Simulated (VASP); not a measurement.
# EuS (Fm-3m) in VASP: notebook

The runs below take EuS through single point, with PBE+U.

All numbers are computed with VASP 6.6.1; they aren't measurements. Logs are shortened: lines on timing, memory, paths and dates and some standing lists are left out, and cuts for length are marked.

**Experimental background.**

From “Crystal-field mediated electronic transitions of EuS up to 35 GPa”, 2022, pmc:8786971, for a powder of EuS at 300 K: band gap 1.72 eV (optical).

The runs below are set against these values where they give the same quantity.

**1. The cell of the first run**

The structure is cubic, space group Fm-3m (No. 225). The conventional cell has a = 5.957 Å, b = 5.957 Å, c = 5.957 Å, α = 90.00°, β = 90.00°, γ = 90.00°. Eu (site symmetry m-3m) has 6 S at 2.98 Å within 3.9 Å. S (site symmetry m-3m) has 6 Eu at 2.98 Å within 3.9 Å.

**2. Single point, PBE+U, collinear spin, ferromagnetic start**

Contents of INCAR:

```
SYSTEM = EuS
PREC     = Accurate       ! precision mode
ENCUT    = 600            ! plane-wave cutoff, eV
EDIFF    = 1E-6           ! SCF threshold, eV
ISMEAR   = -1             ! smearing method
SIGMA    = 0.15           ! smearing width, eV
LREAL    = .False.        ! projectors in reciprocal space
LASPH    = .True.         ! aspherical terms in the spheres
NELM     = 200            ! most SCF steps
ALGO     = Normal         ! electronic algorithm
ISIF     = 2              ! what is computed and relaxed
LWAVE    = .False.        ! write WAVECAR
LCHARG   = .True.         ! write CHGCAR
ISPIN    = 2              ! spin polarisation
MAGMOM   = 7 0            ! initial moments
LORBIT   = 11             ! projections on sites
LMAXMIX  = 6              ! l up to which the mixer works
LDAU     = .True.         ! DFT+U
LDAUTYPE = 2            
LDAUL    = 3 -1           ! shell
LDAUU    = 2 0            ! U, eV
LDAUJ    = 0 0          
LDAUPRINT= 1            
GGA      = PE             ! functional
LELF     = .True.         ! ELF
LVHAR    = .True.       
NBANDS   = 22             ! bands
GGA_COMPAT= .False.
```

Contents of KPOINTS:

```
Automatic mesh
0
Gamma
  10 10 10
  0 0 0
```

Contents of POSCAR:

```
EuS
1.0
    0.0000000000      2.9785000000      2.9785000000
    2.9785000000      0.0000000000      2.9785000000
    2.9785000000      2.9785000000      0.0000000000
Eu S
1 1
Direct
    0.0000000000      0.0000000000      0.0000000000
    0.5000000000      0.5000000000      0.5000000000
```

Potentials or basis: VASP PAW PBE potentials, release 64 (Eu, S).

The run is started by

```bash
$ cat potpaw_PBE.64/Eu/POTCAR potpaw_PBE.64/S/POTCAR > POTCAR
$ mpirun -np 1 vasp_std > vasp.out
```

OUTCAR:

```text
SYSTEM = EuS
   PREC = Accurate
   ENCUT = 600
   EDIFF = 1E-6
   ISMEAR = -1
   LREAL = .False.
   LASPH = .True.
   NELM = 200
   ISIF = 2
   ISPIN = 2
   LORBIT = 11
   GGA = PE

 ion  position               nearest neighbor table
   1  0.000  0.000  0.000-   2 2.98   2 2.98   2 2.98   2 2.98   2 2.98   2 2.98
   2  0.500  0.500  0.500-   1 2.98   1 2.98   1 2.98   1 2.98   1 2.98   1 2.98

  LATTYP: Found a face centered cubic cell.
 ALAT       =     5.9570000000

  Lattice vectors:

 A1 = (   0.0000000000,   2.9785000000,   2.9785000000)
 A2 = (   2.9785000000,   0.0000000000,   2.9785000000)
 A3 = (   2.9785000000,   2.9785000000,   0.0000000000)

Analysis of symmetry for initial positions (statically):
=====================================================================
 Subroutine PRICEL returns:
 Original cell was already a primitive cell.

 Routine SETGRP: Setting up the symmetry group for a
 face centered cubic supercell.

 Subroutine GETGRP returns: Found 48 space group operations
 (whereof 48 operations were pure point group operations)
 out of a pool of 48 trial point group operations.

The static configuration has the point symmetry O_h .

Analysis of symmetry for dynamics (positions and initial velocities):
=====================================================================
 Subroutine PRICEL returns:
 Original cell was already a primitive cell.

 Routine SETGRP: Setting up the symmetry group for a
 face centered cubic supercell.

 Subroutine GETGRP returns: Found 48 space group operations
 (whereof 48 operations were pure point group operations)
 out of a pool of 48 trial point group operations.

The dynamic configuration has the point symmetry O_h .

Analysis of structural, dynamic, and magnetic symmetry:
[... 186 lines left out ...]
  o =  0.9514  v = -0.7906  0.0000 -0.6124  0.0000  0.0000 -0.0000 -0.0000  0.0000  0.0000  0.0000  0.0000  0.0000  0.0000  0.0000      0.0000  0.0000  0.0000  0.0000  0.0000  0.0000  0.0000  0.0000  0.0000  0.0000  0.0000  0.0000  0.0000  0.0000
  o =  0.9514  v =  0.0000  0.0000  0.0000  0.2391  0.5946  0.0000 -0.7676  0.0000  0.0000  0.0000  0.0000  0.0000  0.0000  0.0000      0.0000  0.0000  0.0000  0.0000  0.0000  0.0000  0.0000  0.0000  0.0000  0.0000  0.0000  0.0000  0.0000  0.0000
  o =  0.9514  v =  0.0000 -0.0000 -0.0000 -0.9710  0.1464  0.0000 -0.1890  0.0000  0.0000  0.0000  0.0000  0.0000  0.0000  0.0000      0.0000  0.0000  0.0000  0.0000  0.0000  0.0000  0.0000  0.0000  0.0000  0.0000  0.0000  0.0000  0.0000  0.0000
  o =  0.9606  v =  0.0000  1.0000  0.0000 -0.0000 -0.0000 -0.0000  0.0000  0.0000  0.0000  0.0000  0.0000  0.0000  0.0000  0.0000      0.0000  0.0000  0.0000  0.0000  0.0000  0.0000  0.0000  0.0000  0.0000  0.0000  0.0000  0.0000  0.0000  0.0000
  o =  0.9616  v =  0.0000  0.0000 -0.0000 -0.0000  0.6631  0.5444  0.5137  0.0000  0.0000  0.0000  0.0000  0.0000  0.0000  0.0000      0.0000  0.0000  0.0000  0.0000  0.0000  0.0000  0.0000  0.0000  0.0000  0.0000  0.0000  0.0000  0.0000  0.0000
  o =  0.9616  v = -0.6124  0.0000  0.7906 -0.0000 -0.0000  0.0000  0.0000  0.0000  0.0000  0.0000  0.0000  0.0000  0.0000  0.0000      0.0000  0.0000  0.0000  0.0000  0.0000  0.0000  0.0000  0.0000  0.0000  0.0000  0.0000  0.0000  0.0000  0.0000
  o =  0.9616  v =  0.0000 -0.0000  0.0000 -0.0000  0.4304 -0.8388  0.3334  0.0000  0.0000  0.0000  0.0000  0.0000  0.0000  0.0000      0.0000  0.0000  0.0000  0.0000  0.0000  0.0000  0.0000  0.0000  0.0000  0.0000  0.0000  0.0000  0.0000  0.0000

 number of electron      22.9999997 magnetization       6.9719663

 Free energy of the ion-electron system (eV)
  ---------------------------------------------------
  ext. energy  EPLUGINS =         0.00000000
  ---------------------------------------------------
  free energy    TOTEN  =       -19.61819205 eV

  energy without entropy =      -19.54273904  energy(sigma->0) =      -19.58046555

 E-fermi :   4.2453     XC(G=0):  -9.6140

 val. band max:        4.1405383511   @ k =   0.5000   0.5000   0.0000
 cond. band min:       4.2558353608   @ k =   0.4000   0.3000   0.0000
 fundamental gap:      0.1152970097
 Fermi energy:         4.2452841535

 spin component 1

 k-point     1 :       0.0000    0.0000    0.0000
  band No.  band energies     occupation
      1     -36.9687      1.00000
      2     -15.7319      1.00000
      3     -15.7319      1.00000
      4     -15.7319      1.00000
      5      -9.1728      1.00000
      6       1.4616      1.00000
[... 1193 lines left out ...]
     21      11.2055      0.00000
     22      12.0910      0.00000

 [... further k-points ...]

------------------------ aborting loop because EDIFF is reached ----------------------------------------

  FORCE on cell =-STRESS in cart. coord.  units (eV):
  Direction    XX          YY          ZZ          XY          YZ          ZX
  --------------------------------------------------------------------------------------
  -------------------------------------------------------------------------------------
  Total       -0.4786292     -0.4786292     -0.4786292      0.0000000     -0.0000000      0.0000000
  in kB      -14.5106535    -14.5106535    -14.5106535      0.0000000     -0.0000000      0.0000000
  external PRESSURE =     -14.5106535 kB  Pullay stress =       0.0000000 kB

 VOLUME and BASIS-vectors are now :
 -----------------------------------------------------------------------------
  energy-cutoff  :      600.00
  volume of cell :       52.85
      direct lattice vectors                 reciprocal lattice vectors
     0.000000000  2.978500000  2.978500000    -0.167869733  0.167869733  0.167869733
     2.978500000  0.000000000  2.978500000     0.167869733 -0.167869733  0.167869733
     2.978500000  2.978500000  0.000000000     0.167869733  0.167869733 -0.167869733

 POSITION                                       TOTAL-FORCE (eV/Angst)
 -----------------------------------------------------------------------------------
      0.00000      0.00000      0.00000         0.000000     -0.000000      0.000000
      2.97850      2.97850      2.97850        -0.000000      0.000000     -0.000000
 -----------------------------------------------------------------------------------
    total drift:                                0.000000      0.000000      0.000000

  FREE ENERGIE OF THE ION-ELECTRON SYSTEM (eV)
  ---------------------------------------------------
  free  energy   TOTEN  =       -19.6181920462 eV

  energy  without entropy=      -19.5427390449  energy(sigma->0) =      -19.58046555

 total charge

# of ion       s       p       d       f       tot
--------------------------------------------------
    1        2.028   5.767   0.287   6.705  14.787
    2        1.316   2.437   0.000   0.000   3.753
--------------------------------------------------
tot          3.344   8.203   0.287   6.705  18.540

 magnetization (x)

# of ion       s       p       d       f       tot
--------------------------------------------------
    1       -0.015  -0.115   0.075   6.681   6.625
    2       -0.006  -0.062   0.000   0.000  -0.068
--------------------------------------------------
tot         -0.022  -0.177   0.075   6.681   6.557
```

OSZICAR:

```text
N       E                     dE             d eps       ncg     rms          rms(c)
DAV:   1     0.154099413918E+03    0.15410E+03   -0.95280E+03  5778   0.487E+03
DAV:   2     0.931026682486E+01   -0.14479E+03   -0.12621E+03  5764   0.404E+02
DAV:   3    -0.135626553331E+02   -0.22873E+02   -0.22441E+02  5984   0.118E+02
DAV:   4    -0.160139844178E+02   -0.24513E+01   -0.24353E+01  7832   0.269E+01
DAV:   5    -0.161294389522E+02   -0.11545E+00   -0.11535E+00  6972   0.751E+00    0.305E+01
DAV:   6    -0.201994708233E+02   -0.40700E+01   -0.30582E+00  6032   0.278E+01    0.183E+01
DAV:   7    -0.196982462782E+02    0.50122E+00   -0.38355E+00  6458   0.410E+01    0.110E+01
DAV:   8    -0.196233129443E+02    0.74933E-01   -0.13548E+00  5376   0.212E+01    0.803E+00
DAV:   9    -0.196128886639E+02    0.10424E-01   -0.25702E-01  7250   0.849E+00    0.747E+00
DAV:  10    -0.196210972916E+02   -0.82086E-02   -0.25120E-02  7368   0.235E+00    0.531E+00
DAV:  11    -0.196188279219E+02    0.22694E-02   -0.67800E-03  7318   0.129E+00    0.329E+00
DAV:  12    -0.196185395151E+02    0.28841E-03   -0.31304E-03  7018   0.846E-01    0.104E+00
DAV:  13    -0.196181312787E+02    0.40824E-03   -0.20023E-03  6506   0.837E-01    0.226E-01
DAV:  14    -0.196181700410E+02   -0.38762E-04   -0.13407E-04  6502   0.639E-02    0.219E-01
DAV:  15    -0.196181819609E+02   -0.11920E-04   -0.29238E-05  7390   0.730E-02    0.911E-02
DAV:  16    -0.196181918229E+02   -0.98620E-05   -0.13144E-05  6174   0.279E-02    0.481E-02
DAV:  17    -0.196181920462E+02   -0.22327E-06   -0.83738E-07  4624   0.111E-02
   1 F= -.19618192E+02 E0= -.19580466E+02  d E =-.754530E-01  mag=     6.9721
```

It took 78 s on 1 thread of Intel Xeon 6975P-C (Granite Rapids), shared host; peak memory 0.32 GiB.

What came out:

* Free energy: -19.6182 eV
* Pressure: -1.5 GPa
* Band gap on the k mesh: zero (filled and empty bands overlap)
* Net moment: 6.97 μB per cell
* Site moments: Eu +6.62; S -0.07 μB
* Valence electrons inside the program's atomic spheres: Eu 14.79; S 3.75

Eigenvalues of the final occupation matrices:
```tsv
site	spin	trace	eigenvalues
site 1 f	1	6.70	0.95 0.95 0.95 0.96 0.96 0.96 0.96
site 1 f	2	0.01	0.00 0.00 0.00 0.00 0.00 0.00 0.00
```

Caveat: spin-orbit coupling is left out, which moves the levels of the heavy elements; a cell with one magnetic atom can't hold antiferromagnetic order, which such compounds often take. The state reached can hang on the start; a lower one may exist.

**3. Single point, PBE+U, collinear spin, ferromagnetic start**

Contents of INCAR:

```
PREC = Accurate
ENCUT = 600
EDIFF = 1E-6
ISMEAR = -1
SIGMA = 0.15
LREAL = False
LASPH = True
NELM = 200
ALGO = Normal
ISIF = 2
LWAVE = False
LCHARG = False
ISPIN = 2
MAGMOM = 7 0
LORBIT = 11
LMAXMIX = 6
LDAU = True
LDAUTYPE = 2
LDAUL = 3 -1
LDAUU = 4 0
LDAUJ = 0 0
LDAUPRINT = 1
GGA = PE
NBANDS = 22
GGA_COMPAT = False
```

Contents of KPOINTS:

```
regular mesh
0
Gamma
  10 10 10
```

POSCAR is that of step 2.

Potentials or basis: VASP PAW PBE potentials, release 64 (Eu, S).

The run is started by

```bash
$ cat potpaw_PBE.64/Eu/POTCAR potpaw_PBE.64/S/POTCAR > POTCAR
$ mpirun -np 1 vasp_std > vasp.out
```

It took 84 s on 1 thread of Intel Xeon 6975P-C (Granite Rapids), shared host; peak memory 0.33 GiB.

The run converged. Its results:

```yaml
Free_energy: -19.3524 eV
Pressure: -0.1 GPa
Band_gap_on_the_k_mesh: zero (filled and empty bands overlap)
Net_moment: 6.99 μB per cell
Site_moments: Eu +6.68; S -0.07 μB
Valence_electrons_inside_the_program's_atomic_spheres: Eu 14.84; S 3.76
```

Levels at points of the mesh, in eV from the Fermi level:
Spin up:
```tsv
k point	band 12	band 13	band 14	band 15	band 16	band 17	band 18	band 19
(0.00, 0.00, 0.00)	-0.82	-0.36	-0.36	-0.36	1.22	1.52	1.52	1.52
(0.50, 0.00, 0.00)	-0.84	-0.84	-0.82	-0.82	3.30	3.68	4.15	4.15
(0.50, 0.50, 0.00)	-0.87	-0.84	-0.58	-0.58	-0.41	3.56	3.64	5.00
```
Spin down:
```tsv
k point	band 5	band 6	band 7	band 8	band 9	band 10	band 11	band 12
(0.00, 0.00, 0.00)	-13.17	-2.28	-2.28	-2.28	1.72	2.21	2.21	2.21
(0.50, 0.00, 0.00)	-12.16	-4.84	-3.44	-3.44	3.44	4.41	5.15	5.15
(0.50, 0.50, 0.00)	-12.83	-3.43	-2.64	-2.64	0.17	4.28	4.41	5.94
```

Eigenvalues of the final occupation matrices:
```csv
site,spin,trace,eigenvalues
site 1 f,1,6.77,0.96 0.96 0.96 0.97 0.97 0.97 0.97
site 1 f,2,0.01,0.00 0.00 0.00 0.00 0.00 0.00 0.00
```

Caveat: spin-orbit coupling is left out, which moves the levels of the heavy elements; a cell with one magnetic atom can't hold antiferromagnetic order, which such compounds often take. The state reached can hang on the start; a lower one may exist.

(Continued in part 2 of 2.)

The gap in the log of VASP goes by the Fermi energy; the results here count the filled bands.